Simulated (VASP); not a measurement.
**AlN: single point with PBE+D3(BJ)**

AlN, a slab with vacuum:

```
N Al
1.0
     6.21883    0.00000    0.00000
    -3.10942    5.38567    0.00000
     0.00000    0.00000   27.53605
N Al
16 16
Direct
  0.16667 0.33333 0.29053
  0.16667 0.83333 0.29053
  0.66667 0.33333 0.29053
  0.66667 0.83333 0.29053
  0.33333 0.16667 0.38093
  0.33333 0.66667 0.38093
  0.83333 0.16667 0.38093
  0.83333 0.66667 0.38093
  0.16498 0.32975 0.47246
  0.16587 0.83414 0.47200
  0.66582 0.33416 0.48235
  0.67024 0.83500 0.47246
  0.32332 0.16086 0.56640
  0.33413 0.66588 0.55516
  0.83560 0.16440 0.56614
  0.83917 0.67670 0.56640
  0.33333 0.16667 0.31188
  0.33333 0.66667 0.31188
  0.83333 0.16667 0.31188
  0.83333 0.66667 0.31188
  0.16667 0.33333 0.40229
  0.16667 0.83333 0.40229
  0.66667 0.33333 0.40229
  0.66667 0.83333 0.40229
  0.32004 0.15827 0.49308
  0.33341 0.66658 0.48832
  0.83813 0.16185 0.49189
  0.84173 0.67994 0.49307
  0.17377 0.34961 0.58086
  0.17787 0.82212 0.58948
  0.66463 0.33541 0.56428
  0.65042 0.82623 0.58085
```

| Property | Result |
| --- | --- |
| Program | VASP 6.6.1 |
| Task | single point |
| Functional | PBE |
| Dispersion | D3(BJ) |
| Potentials or basis | VASP PAW PBE potentials, release 64 (N, Al) |
| Cutoff | 520 eV |
| k mesh | 3 × 3 × 1 |
| Occupations | gaussian, width 0.05 eV |
| Spin | no spin polarisation |

```json
{
 "Largest force": "2.913 eV/Å",
 "Band gap on the k mesh": "zero (bands 64 and 65 overlap by 0.15 eV)",
 "Dispersion energy per atom": "-0.213 eV"
}
```

Forces in eV/Å, atoms in the order of the input:
```
N   -0.005 -0.021  2.110
N   -0.013  0.007  2.106
N    0.004 -0.002  2.073
N    0.016  0.015  2.110
N    0.193  0.119  2.311
N    0.015 -0.009  2.323
N   -0.197  0.114  2.388
N   -0.007 -0.226  2.312
N    0.018  0.040 -0.015
N    0.018 -0.011 -0.003
N   -0.011  0.007 -0.093
N   -0.026 -0.035 -0.013
N    0.019 -0.061 -0.204
N   -0.298  0.172  0.461
N    0.020 -0.012 -0.358
N    0.062  0.015 -0.204
Al   0.030  0.019 -2.881
Al   0.003 -0.002 -2.859
Al  -0.031  0.018 -2.913
Al  -0.001 -0.036 -2.882
Al   0.050 -0.130 -1.560
Al  -0.116  0.067 -1.584
Al  -0.069  0.040 -1.452
Al   0.137  0.021 -1.561
Al   0.014  0.011 -0.022
Al  -0.022  0.013 -0.359
Al  -0.010  0.006  0.042
Al  -0.003 -0.017 -0.021
Al  -0.064 -0.163  0.271
Al   0.086 -0.048 -0.054
Al   0.079 -0.049  0.262
Al   0.108  0.137  0.270
```

Levels at points of the mesh, in eV from the Fermi level:
| k point | band 62 | band 63 | band 64 | band 65 | band 66 | band 67 | band 68 | band 69 |
| --- | --- | --- | --- | --- | --- | --- | --- | --- |
| (0.00, 0.00, 0.00) | -0.16 | -0.15 | 0.15 | 0.15 | 0.66 | 0.66 | 1.54 | 2.15 |

Wall time 32 min on 1 thread of Intel(R) Xeon(R) Platinum 8275CL CPU @ 3.00GHz (Skylake/Cascade Lake), on a shared host, peak memory 1 GiB.

Caveat: the k points lie up to 0.39 Å⁻¹ apart.
